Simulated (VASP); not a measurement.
Here is a VASP 6.6.1 calculation.

Contents of INCAR:

```
SYSTEM = ZnS
PREC = Accurate
ENCUT = 600
EDIFF = 1E-6
ISMEAR = 0
SIGMA = 0.02
LREAL = .FALSE.
LASPH = .TRUE.
NELM = 100
ALGO = Normal
ISIF = 3
LWAVE = .FALSE.
LCHARG = .FALSE.
GGA = PE
IVDW = 12
IBRION = 2
NSW = 100
EDIFFG = -0.005
```

KPOINTS

```
Automatic mesh
0
G
  10 10 10
  0 0 0
```

File POSCAR:

```
ZnS
1.0
    0.0000000000      2.7046500000      2.7046500000
    2.7046500000      0.0000000000      2.7046500000
    2.7046500000      2.7046500000      0.0000000000
Zn S
1 1
Direct
    0.0000000000      0.0000000000      0.0000000000
    0.7500000000      0.7500000000      0.7500000000
```

Potentials or basis: VASP PAW PBE potentials, release 64 (Zn, S).

Launch:

```sh
$ cat potpaw_PBE.64/Zn/POTCAR potpaw_PBE.64/S/POTCAR > POTCAR
$ mpirun -np 1 vasp_std > vasp.out
```

Q: Estimate the dispersion energy per atom.

A: -0.313 eV.

Q: Predict the relaxed cell.

A: a = 3.805 Å, b = 3.805 Å, c = 3.805 Å, α = 60.00°, β = 60.00°, γ = 60.00°.

Q: Predict the space group after relaxing (to 0.05 Å).

A: F-43m (No. 216).

Step by step:
```csv
step,energy change (eV),largest force (eV/Å),pressure (GPa),volume (Å³)
1,0.0000,0.0000,-1.22,39.57
2,-0.0022,0.0000,0.42,38.71
3,-0.0025,0.0000,0.05,38.92
4,-0.0025,0.0000,-0.05,38.95
5,-0.0025,0.0000,-0.03,38.94
```
